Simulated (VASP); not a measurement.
Input of a VASP 6.6.1 run:

Contents of INCAR:

```
PREC = Accurate
ENCUT = 520
EDIFF = 1E-7
ISMEAR = 0
SIGMA = 0.01
LREAL = F
LASPH = T
NELM = 60
ALGO = Normal
ISIF = 2
LWAVE = F
LCHARG = F
GGA = PE
NBANDS = 24
```

Contents of KPOINTS:

```
regular mesh
0
Gamma
  6 6 4
```

The input POSCAR:

```
BaS
1.0
    4.4903943301      0.0000000000      0.0000000000
   -2.2451971651      3.8887955629      0.0000000000
    0.0000000000      0.0000000000      7.8813902015
Ba S
2 2
Direct
    0.0000000000      0.0000000000      0.0000000000
    0.0000000000      0.0000000000      0.5000000000
    0.3333333333      0.6666666667      0.2500000000
    0.6666666667      0.3333333333      0.7500000000
```

Potentials or basis: VASP PAW PBE potentials, release 64 (Ba_sv, S).

Run with:

```bash
$ cat potpaw_PBE.64/Ba_sv/POTCAR potpaw_PBE.64/S/POTCAR > POTCAR
$ mpirun -np 1 vasp_std > vasp.out
```

Q: Predict the pressure.

A: -0.6 GPa.

Q: What does it give for the band gap on the k mesh?

A: 2.34 eV, direct.

Caveat: spin-orbit coupling is left out, which moves the levels of the heavy elements. A k mesh can miss the band edges.
